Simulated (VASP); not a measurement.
# B5P (Immm) in VASP: single point with PBE

Aim: the single point of B5P with PBE.

Program: VASP 6.6.1. These are calculated values, not measurements. Logs are shortened: lines on timing, memory, paths and dates and some standing lists are left out, and cuts for length are marked.

### Step 1. The cell of the first run

The typed cell holds 6 atoms: a = 4.380 Å, b = 4.380 Å, c = 4.380 Å, α = 126.97°, β = 101.54°, γ = 101.45°.

The cell was built from a structure type or drawn by symmetry, and may not be a known phase.

### Step 2. Single point, PBE

INCAR

```
PREC     = Accurate       # precision mode
ENCUT    = 500            # plane-wave cutoff, eV
EDIFF    = 1E-6           # SCF threshold, eV
ISMEAR   = 0              # smearing method
SIGMA    = 0.2            # smearing width, eV
LREAL    = False          # projectors in reciprocal space
LASPH    = True           # aspherical terms in the spheres
NELM     = 120            # most SCF steps
ALGO     = Normal         # electronic algorithm
ISIF     = 2              # what is computed and relaxed
LWAVE    = False          # write WAVECAR
LCHARG   = True           # write CHGCAR
GGA      = PE             # functional
LELF     = True           # ELF
LVHAR    = True         
NBANDS   = 19             # bands
GGA_COMPAT= False
```

KPOINTS

```
Automatic mesh
0
Gamma
  5 5 5
```

POSCAR

```
B5P
1.0
   -1.9553674445      2.7699054555      2.7725669288
    1.9553674445     -2.7699054555      2.7725669288
    1.9553674445      2.7699054555     -2.7725669288
B P
5 1
Direct
    0.8589826019      0.5000000000      0.3589826019
    0.1410173981      0.5000000000      0.6410173981
    0.8590428822      0.8590428822      0.0000000000
    0.1409571178      0.1409571178      0.0000000000
    0.5000000000      0.0000000000      0.5000000000
    0.5000000000      0.5000000000      0.0000000000
```

Potentials or basis: VASP PAW PBE potentials, release 64 (B, P).

Started as:

```sh
> cat potpaw_PBE.64/B/POTCAR potpaw_PBE.64/P/POTCAR > POTCAR
> mpirun -np 1 vasp_std > vasp.out
```

OUTCAR:

```text
PREC = Accurate
   ENCUT = 500
   EDIFF = 1E-6
   ISMEAR = 0
   LREAL = False
   LASPH = True
   NELM = 120
   ISIF = 2
   GGA = PE

 ion  position               nearest neighbor table
   1  0.859  0.500  0.359-   2 1.56   6 1.99
   2  0.141  0.500  0.641-   1 1.56   6 1.99
   3  0.859  0.859  0.000-   4 1.56   6 1.99
   4  0.141  0.141  0.000-   3 1.56   6 1.99
   5  0.500  0.000  0.500-   6 1.96   6 1.96
   6  0.500  0.500  0.000-   5 1.96   5 1.96   1 1.99   2 1.99   3 1.99   4 1.99

  LATTYP: Found a body centered orthorhombic cell.
 ALAT       =     3.9107348890
 B/A-ratio  =     1.4165651900
 C/A-ratio  =     1.4179263016

  Lattice vectors:

 A1 = (  -1.9553674445,   2.7699054555,   2.7725669288)
 A2 = (   1.9553674445,  -2.7699054555,   2.7725669288)
 A3 = (   1.9553674445,   2.7699054555,  -2.7725669288)

Analysis of symmetry for initial positions (statically):
=====================================================================
 Subroutine PRICEL returns:
 Original cell was already a primitive cell.

 Routine SETGRP: Setting up the symmetry group for a
 body centered orthorhombic supercell.

 Subroutine GETGRP returns: Found  8 space group operations
 (whereof  8 operations were pure point group operations)
 out of a pool of  8 trial point group operations.

The static configuration has the point symmetry D_2h.

Analysis of symmetry for dynamics (positions and initial velocities):
=====================================================================
 Subroutine PRICEL returns:
 Original cell was already a primitive cell.

 Routine SETGRP: Setting up the symmetry group for a
 body centered orthorhombic supercell.

 Subroutine GETGRP returns: Found  8 space group operations
 (whereof  8 operations were pure point group operations)
 out of a pool of  8 trial point group operations.

The dynamic configuration has the point symmetry D_2h.

 Subroutine INISYM returns: Found  8 space group operations
 (whereof  8 operations are pure point group operations),
 and found     1 'primitive' translations

----------------------------------------------------------------------------------------

                                     Primitive cell

  volume of cell :      60.0669

  direct lattice vectors                    reciprocal lattice vectors
    -1.955367444  2.769905456  2.772566929     0.000000000  0.180511576  0.180338298
     1.955367444 -2.769905456  2.772566929     0.255706415  0.000000000  0.180338298
     1.955367444  2.769905456 -2.772566929     0.255706415  0.180511576  0.000000000

  length of vectors
     4.379836236  4.379836236  4.379836236     0.255159422  0.312902017  0.313001917

  position of ions in fractional coordinates (direct lattice)
     0.858982602  0.500000000  0.358982602
     0.141017398  0.500000000  0.641017398
     0.859042882  0.859042882  0.000000000
     0.140957118  0.140957118  0.000000000
     0.500000000  0.000000000  0.500000000
     0.500000000  0.500000000  0.000000000

  ion indices of the primitive-cell ions
   primitive index   ion index
                 1           1
                 2           2
                 3           3
                 4           4
                 5           5
                 6           6

----------------------------------------------------------------------------------------

 KPOINTS: Automatic mesh

Automatic generation of k-mesh.
 Grid dimensions read from file:
 generate k-points for:    5    5    5

 Generating k-lattice:

  Cartesian coordinates                     Fractional coordinates (reciprocal lattice)
     0.000000000  0.036102315  0.036067660     0.200000000  0.000000000 -0.000000000
     0.051141283  0.000000000  0.036067660    -0.000000000  0.200000000  0.000000000
     0.051141283  0.036102315  0.000000000    -0.000000000  0.000000000  0.200000000

  Length of vectors
     0.051031884  0.062580403  0.062600383

  Shift w.r.t. Gamma in fractional coordinates (k-lattice)
     0.000000000  0.000000000  0.000000000

 Subroutine IBZKPT returns following result:
 ===========================================

 Found     27 irreducible k-points:

 Following reciprocal coordinates:
            Coordinates               Weight
  0.000000  0.000000  0.000000      1.000000
  0.200000  0.000000  0.000000      4.000000
  0.400000  0.000000 -0.000000      4.000000
 -0.000000  0.200000  0.000000      4.000000
  0.200000  0.200000  0.000000      8.000000
  0.400000  0.200000  0.000000      8.000000
[... 16 lines left out ...]
 -0.400000 -0.200000  0.200000      4.000000
 -0.200000 -0.200000  0.200000      2.000000
 [... further k-points ...]
   k-points           NKPTS =     27   k-points in BZ     NKDIM =     27   number of bands    NBANDS=     19
   number of dos      NEDOS =    301   number of ions     NIONS =      6
   total plane-waves  NPLWV =  32768
   dimension x,y,z NGX =    32 NGY =   32 NGZ =   32
   dimension x,y,z NGXF=    64 NGYF=   64 NGZF=   64
   ions per type =               5   1
   NGX,Y,Z   is equivalent  to a cutoff of  12.15, 12.15, 12.15 a.u.
   NGXF,Y,Z  is equivalent  to a cutoff of  24.29, 24.29, 24.29 a.u.
 SYSTEM =  unknown system
   PREC   = accura    normal or accurate (medium, high low for compatibility)
   ISTART =      0    job   : 0-new  1-cont  2-samecut
   ICHARG =      2    charge: 1-file 2-atom 10-const
   ISPIN  =      1    spin polarized calculation?
   LNONCOLLINEAR =      F non collinear calculations
   LSORBIT =      F    spin-orbit coupling
   LASPH  =      T    aspherical Exc in radial PAW
   ENCUT  =  500.0 eV  36.75 Ry    6.06 a.u.   7.99  7.99  7.99*2*pi/ulx,y,z
   NELM   =    120;   NELMIN=  2; NELMDL= -5     # of ELM steps
   EDIFF  = 0.1E-05   stopping-criterion for ELM
   LREAL  =      F    real-space projection
   EDIFFG = 0.1E-04   stopping-criterion for IOM
   NSW    =      0    number of steps for IOM
   IBRION =     -1    ionic relax: 0-MD 1-quasi-New 2-CG
   NFREE  =      0    steps in history (QN), initial steepest desc. (CG)
   ISIF   =      2    stress and relaxation
   ISYM   =      2    0-nonsym 1-usesym 2-fastsym
   POTIM  = 0.5000    time-step for ionic-motion
   TEBEG  =    0.0;   TEEND  =   0.0 temperature during run
   PSTRESS=    0.0 pullay stress
   NELECT =      20.0000    total number of electrons
   NUPDOWN=      -1.0000    fix difference up-down
   EMIN   =  10.00;   EMAX   =-10.00  energy-range for DOS
   EFERMI =   0.00;   METHOD = LEGACY
   ISMEAR =     0;   SIGMA  =   0.20  broadening in eV -4-tet -1-fermi 0-gaus
   EFERMI_NEDOS =   21; number of points for ismear=-14 and -15
   IALGO  =     38    algorithm
   IMIX   =      4    mixing-type and parameters
     AMIX     =   0.40;   BMIX     =  1.00
     AMIX_MAG =   1.60;   BMIX_MAG =  1.00
  volume/ion in A,a.u.               =      10.01        67.56
  Fermi-wavevector in a.u.,A,eV,Ry     =   1.134679  2.144233 17.517455  1.287497
  Thomas-Fermi vector in A             =   2.271383
   LORBIT       =      0    0 simple, 1 ext, 2 COOP (PROOUT), +10 PAW based schemes
   GGA     = PE    functional components
   LHFCALC =     F    Hartree Fock is set to
   AEXX    =    0.0000 exact exchange contribution
   IVDW    =     0    specifies the selected vdW correction
   LEPSILON=     F    determine dielectric tensor
   LRPA    =     F    only Hartree local field effects (RPA)
 non-spin polarized calculation
 Gauss-broadening in eV      SIGMA  =   0.20
  energy-cutoff  :      500.00
  volume of cell :       60.07
 maximum number of plane-waves:      1538
   NGX = 15   NGY = 15   NGZ = 15

 number of electron      19.9999999 magnetization

 Free energy of the ion-electron system (eV)
  ---------------------------------------------------
  ext. energy  EPLUGINS =         0.00000000
  ---------------------------------------------------
  free energy    TOTEN  =       -30.09635020 eV

  energy without entropy =      -30.04031513  energy(sigma->0) =      -30.06833266

 E-fermi :   5.7222     XC(G=0): -10.9236

 val. band max:        5.6803782710   @ k =  -0.2000   0.4000   0.0000
 cond. band min:       5.7629572570   @ k =  -0.4000  -0.4000   0.2000
 fundamental gap:      0.0825789860
 Fermi energy:         5.7221722366

 k-point     1 :       0.0000    0.0000    0.0000
  band No.  band energies     occupation
      1      -9.2338      2.00000
      2      -4.1803      2.00000
      3      -0.9876      2.00000
      4      -0.9749      2.00000
      5       0.1673      2.00000
      6       1.4166      2.00000
[... 11 lines left out ...]
     18      15.0660      0.00000
     19      15.5438      0.00000

 k-point     2 :       0.2000    0.0000    0.0000
  band No.  band energies     occupation
      1      -8.9710      2.00000
      2      -4.9297      2.00000
      3      -0.7792      2.00000
      4      -0.7711      2.00000
      5       0.0395      2.00000
      6       1.2063      2.00000
[... 11 lines left out ...]
     18      14.2735      0.00000
     19      14.8999      0.00000

 k-point     3 :       0.4000    0.0000   -0.0000
  band No.  band energies     occupation
      1      -8.3137      2.00000
      2      -6.2191      2.00000
      3      -0.3337      2.00000
      4      -0.3097      2.00000
      5      -0.1474      2.00000
      6       0.9185      2.00000
[... 11 lines left out ...]
     18      12.4881      0.00000
     19      13.9611      0.00000

 k-point     4 :      -0.0000    0.2000    0.0000
  band No.  band energies     occupation
      1      -8.8348      2.00000
      2      -4.4212      2.00000
      3      -1.2561      2.00000
      4      -1.1265      2.00000
      5      -0.8476      2.00000
      6      -0.2719      2.00000
[... 407 lines left out ...]
     18      12.7728      0.00000
     19      12.9049      0.00000

 k-point    23 :      -0.4000   -0.2000    0.2000
  band No.  band energies     occupation
      1      -8.1069      2.00000
      2      -6.0454      2.00000
      3      -1.9329      2.00000
      4      -0.9439      2.00000
      5      -0.7520      2.00000
      6       1.3386      2.00000
[... 11 lines left out ...]
     18      12.7706      0.00000
     19      12.8999      0.00000

 k-point    24 :      -0.2000   -0.2000    0.2000
  band No.  band energies     occupation
      1      -8.7193      2.00000
      2      -5.1948      2.00000
      3      -1.9678      2.00000
      4      -0.3502      2.00000
      5      -0.0499      2.00000
      6       1.5164      2.00000
[... 11 lines left out ...]
     18      13.4695      0.00000
     19      13.9817      0.00000

 [... further k-points ...]

------------------------ aborting loop because EDIFF is reached ----------------------------------------

  FORCE on cell =-STRESS in cart. coord.  units (eV):
  Direction    XX          YY          ZZ          XY          YZ          ZX
  --------------------------------------------------------------------------------------
  -------------------------------------------------------------------------------------
  Total       -0.1292434     -0.0658164     -0.1523323      0.0000000      0.0000000      0.0000000
  in kB       -3.4473348     -1.7555347     -4.0631908      0.0000000      0.0000000      0.0000000
  external PRESSURE =      -3.0886868 kB  Pullay stress =       0.0000000 kB

 VOLUME and BASIS-vectors are now :
 -----------------------------------------------------------------------------
  energy-cutoff  :      500.00
  volume of cell :       60.07
      direct lattice vectors                 reciprocal lattice vectors
    -1.955367444  2.769905456  2.772566929     0.000000000  0.180511576  0.180338298
     1.955367444 -2.769905456  2.772566929     0.255706415  0.000000000  0.180338298
     1.955367444  2.769905456 -2.772566929     0.255706415  0.180511576  0.000000000

 POSITION                                       TOTAL-FORCE (eV/Angst)
 -----------------------------------------------------------------------------------
      0.00000      1.98870      2.77257        -0.000000     -0.044048      0.000000
      1.95537      0.78121      0.00000        -0.000000      0.044048      0.000000
      0.00000      0.00000      4.76351        -0.000000      0.000000     -0.041411
      0.00000      0.00000      0.78163         0.000000     -0.000000      0.041411
      0.00000      2.76991      0.00000        -0.000000      0.000000      0.000000
      0.00000      0.00000      2.77257        -0.000000      0.000000      0.000000
 -----------------------------------------------------------------------------------
    total drift:                               -0.000000     -0.000000      0.000000

  FREE ENERGIE OF THE ION-ELECTRON SYSTEM (eV)
  ---------------------------------------------------
  free  energy   TOTEN  =       -30.0963501975 eV

  energy  without entropy=      -30.0403151284  energy(sigma->0) =      -30.06833266
```

Run time: 38 s. Hardware: 1 thread of Intel Xeon 8259CL, shared host; peak memory 0.18 GiB.

Results:

* Free energy: -30.0964 eV
* Pressure: -0.3 GPa
* Largest force: 0.044 eV/Å
* Band gap on the k mesh: zero (bands 10 and 11 overlap by 1.63 eV)

Forces in eV/Å, atoms in the order of the input:
```
B    0.000 -0.044  0.000
B    0.000  0.044  0.000
B    0.000  0.000 -0.041
B    0.000  0.000  0.041
B    0.000  0.000  0.000
P    0.000  0.000  0.000
```

Caveat: the k points lie up to 0.39 Å⁻¹ apart, too coarse for converged energies and pressures of a metal.
